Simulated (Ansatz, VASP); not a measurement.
One calculation of Ti5WC6, two programs

The input INCAR:

```
ALGO = Normal
EDIFF = 1E-6
ENCUT = 520
GGA = PE
ISIF = 2
ISMEAR = 0
LASPH = True
LCHARG = True
LELF = True
LREAL = False
LVHAR = True
LWAVE = False
NBANDS = 61
NELM = 80
PREC = Accurate
SIGMA = 0.1
```

KPOINTS

```
k-points
0
Gamma
  12 12 4
```

File POSCAR:

```
Ti5WC6
1.0
    3.0634161702      0.0000000000      0.0000000000
   -1.5317080851      2.6529962258      0.0000000000
    0.0000000000      0.0000000000     15.0720941000
Ti W C
5 1 6
Direct
    0.6666666667      0.3333333333      0.6686580000
    0.3333333333      0.6666666667      0.3313420000
    0.6666666667      0.3333333333      0.1652460000
    0.0000000000      0.0000000000      0.0000000000
    0.3333333333      0.6666666667      0.8347540000
    0.0000000000      0.0000000000      0.5000000000
    0.3333333333      0.6666666667      0.5837050000
    0.6666666667      0.3333333333      0.4162950000
    0.0000000000      0.0000000000      0.2499310000
    0.3333333333      0.6666666667      0.0832990000
    0.6666666667      0.3333333333      0.9167010000
    0.0000000000      0.0000000000      0.7500690000
```

Input for Ansatz:

```yaml
crystal:
  lattice:
    - [3.0634161702, 0.0, 0.0]
    - [-1.5317080851, 2.6529962258, 0.0]
    - [0.0, 0.0, 15.0720941]
  atoms:
    - { symbol: Ti, position: [0.6666666667, 0.3333333333, 0.668658] }
    - { symbol: Ti, position: [0.3333333333, 0.6666666667, 0.331342] }
    - { symbol: Ti, position: [0.6666666667, 0.3333333333, 0.165246] }
    - { symbol: Ti, position: [0.0, 0.0, 0.0] }
    - { symbol: Ti, position: [0.3333333333, 0.6666666667, 0.834754] }
    - { symbol: W, position: [0.0, 0.0, 0.5] }
    - { symbol: C, position: [0.3333333333, 0.6666666667, 0.583705] }
    - { symbol: C, position: [0.6666666667, 0.3333333333, 0.416295] }
    - { symbol: C, position: [0.0, 0.0, 0.249931] }
    - { symbol: C, position: [0.3333333333, 0.6666666667, 0.083299] }
    - { symbol: C, position: [0.6666666667, 0.3333333333, 0.916701] }
    - { symbol: C, position: [0.0, 0.0, 0.750069] }
basis:
  ecutwfc: 420
kpoints:
  mp_grid: { grid: [12, 12, 4] }
  band_path:
    path:
      - [[0.0, 0.0, 0.0], [0.5, 0.0, 0.0], [0.33333333, 0.33333333, 0.0], [0.0, 0.0, 0.0], [0.0, 0.0, 0.5], [0.5, 0.0, 0.5], [0.33333333, 0.33333333, 0.5], [0.0, 0.0, 0.5]]
      - [[0.5, 0.0, 0.5], [0.5, 0.0, 0.0]]
      - [[0.33333333, 0.33333333, 0.5], [0.33333333, 0.33333333, 0.0]]
    npoints: 10
hamiltonian:
  xc: pbe
scf:
  occupations: { method: gaussian, width: 0.1 }
  n_extra_bands: 30
output:
  forces: true
  stress: true
  eigenvalues: true
  populations: true
  dos: { projected: true, de: 0.02, nscf_kmesh: { grid: [15, 15, 5] } }
  bader: false
```

Alike in both runs: task single point; functional PBE; k mesh 12 × 12 × 4; occupations gaussian, width 0.1 eV; no spin polarisation.

```csv
,VASP,Ansatz
version,VASP 6.6.1,Ansatz 0.2.0
potentials or method,"VASP PAW PBE potentials, release 64 (Ti_sv, W_sv, C), cutoff 520 eV","scalar-relativistic, plane waves, PAW"
valence electrons in the cell,98,98
```

```csv
,VASP,Ansatz,Ansatz less VASP
gap on the k mesh at the Fermi level (eV),none,none,-
pressure (GPa),0.4,0.0,-0.35
rms of the force components (eV/Å),0.005,0.001,-0.0040
```

Atom by atom the forces differ by 0.005 eV/Å (rms over components). A gap of «none» marks a metal or a gap that the smearing closes.

Neither program's run includes spin-orbit coupling.
